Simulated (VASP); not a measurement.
A run of VASP 6.6.1:

Contents of INCAR:

```
SYSTEM = BaTiO3
PREC = Accurate
ENCUT = 520
EDIFF = 1E-7
ISMEAR = 0
SIGMA = 0.02
LREAL = .FALSE.
LASPH = .TRUE.
NELM = 100
ALGO = Normal
ISIF = 2
LWAVE = .FALSE.
LCHARG = .FALSE.
GGA = PE
NBANDS = 28
```

The input KPOINTS:

```
Automatic mesh
0
G
  8 8 8
  0 0 0
```

The input POSCAR:

```
BaTiO3
1.0
    3.9852569688      0.0000000000      0.0000000000
    0.0000000000      3.9852569688      0.0000000000
    0.0000000000      0.0000000000      4.2022180370
Ba Ti O
1 1 3
Direct
    0.0000000000      0.0000000000     -0.0106979962
    0.5000000000      0.5000000000      0.4720516379
    0.5000000000      0.5000000000      0.0408797547
    0.5000000000      0.0000000000      0.5203833018
    0.0000000000      0.5000000000      0.5203833018
```

Potentials or basis: VASP PAW PBE potentials, release 64 (Ba_sv, Ti_sv, O).

Command:

```bash
$ cat potpaw_PBE.64/Ba_sv/POTCAR potpaw_PBE.64/Ti_sv/POTCAR potpaw_PBE.64/O/POTCAR > POTCAR
$ mpirun -np 1 vasp_std > vasp.out
```

Hardware: 1 thread of Intel(R) Xeon(R) 6975P-C (Granite Rapids), with other jobs on the host.

**Question.** How long does it take, and how much memory?

**Answer.** Run time: 2.7 min on 1 thread of Intel(R) Xeon(R) 6975P-C (Granite Rapids), with other jobs on the host, peak memory 0.27 GiB. Counts: scf iterations 18, k points 75.
